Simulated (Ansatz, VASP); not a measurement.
**Two plane-wave programs on ZnO**

```
Zn O
1.0
     3.23520    0.00000    0.00000
    -1.61760    2.80176    0.00000
     0.00000    0.00000    5.21143
Zn O
2 2
Direct
  0.33333 0.66667 0.49969
  0.66667 0.33333 0.99969
  0.66667 0.33333 0.37932
  0.33333 0.66667 0.87932
```

Alike in both runs: functional r2SCAN; k mesh 12 × 12 × 8; occupations fermi-dirac, width 0.05 eV; no spin polarisation.

Ansatz relaxed the structure, and its values are those at the end. VASP's run is a single point on that final structure, the one shown.

```csv
,VASP,Ansatz
version,VASP 6.6.1,Ansatz 0.2.0
potentials or method,"VASP PAW PBE potentials, release 64 (Zn, O)","PAW with Ansatz's default frozen-core files, scalar-relativistic"
plane-wave cutoff (eV),520,500
valence electrons in the cell,36,36
```

VASP gave:

```
pressure (GPa)                     : 1.0
rms of the force components (eV/Å) : 0.006
```

Task: Estimate Ansatz's values.

Result: Pressure (GPa): 0.0; rms of the force components (eV/Å): 0.000.

VASP's potentials were made for PBE, not for r2SCAN. With one functional, cell and mesh, what is left measures potentials, basis and numerics.
